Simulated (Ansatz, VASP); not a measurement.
**One calculation of CoPtO2, two programs**

```
Co Pt O
1.0
     1.41227    0.81537    5.93939
    -1.41227    0.81537    5.93939
     0.00000   -1.63075    5.93939
Co Pt O
1 1 2
Direct
  0.50000 0.50000 0.50000
  0.00000 0.00000 0.00000
  0.88776 0.88776 0.88776
  0.11224 0.11224 0.11224
```

Alike in both runs: task single point; functional PBE; k mesh 24 × 24 × 24; occupations gaussian, width 0.1 eV; no spin polarisation.

```csv
,VASP,Ansatz
version,VASP 6.6.1,Ansatz 0.2.0
potentials or method,"VASP PAW PBE potentials, release 64 (Co, Pt, O), cutoff 520 eV","scalar-relativistic, plane waves, PAW"
valence electrons in the cell,31,47
```

```csv
,VASP,Ansatz,Ansatz less VASP
gap on the k mesh at the Fermi level (eV),none,none,-
pressure (GPa),6.2,6.1,-0.11
"traceless stress, the component that is largest in VASP (GPa)",0.04,-0.34,-0.387
rms of the force components (eV/Å),0.035,0.029,-0.0058
```

Atom by atom the forces differ by 0.006 eV/Å (rms over components). A gap of «none» marks a metal or a gap that the smearing closes. With one functional, cell and mesh, what is left measures potentials, basis and numerics. VASP's potentials hold 31 valence electrons a cell and Ansatz's 47, so a difference there can come from the potentials and not from the codes.

Spin-orbit coupling is off throughout.
